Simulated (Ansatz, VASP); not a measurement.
TiRe: VASP beside Ansatz

```xyz
2
Lattice="3.0759 0.0000 0.0000 0.0000 3.0759 0.0000 0.0000 0.0000 3.0759" Properties=species:S:1:pos:R:3 pbc="T T T"
Ti    1.5379    1.5379    1.5379
Re    0.0000    0.0000    0.0000
```

Change from the starting cell: volume scaled by 0.96, crystal datasets.

Alike in both runs: task electric field gradients; functional PBEsol; k mesh 13 × 13 × 13; occupations fermi-dirac, width 0.05 eV; no spin polarisation.

|  | VASP | Ansatz |
| --- | --- | --- |
| version | VASP 6.6.1 | Ansatz 0.2.0 |
| potentials or method | VASP PAW PBE potentials, release 64 (Ti_sv, Re), cutoff 520 eV | all-electron PAW with datasets made for the crystal, scalar-relativistic |

VASP gave:

| Item | Value |
| --- | --- |
| pressure (GPa) | 1.6 |

Q: What did Ansatz give for the same quantities?

A: Pressure (GPa): 1.7.

VASP's potentials were made for PBE, not for PBEsol. Ansatz ran all-electron here, and VASP with PAW potentials.

Neither program's run includes spin-orbit coupling.
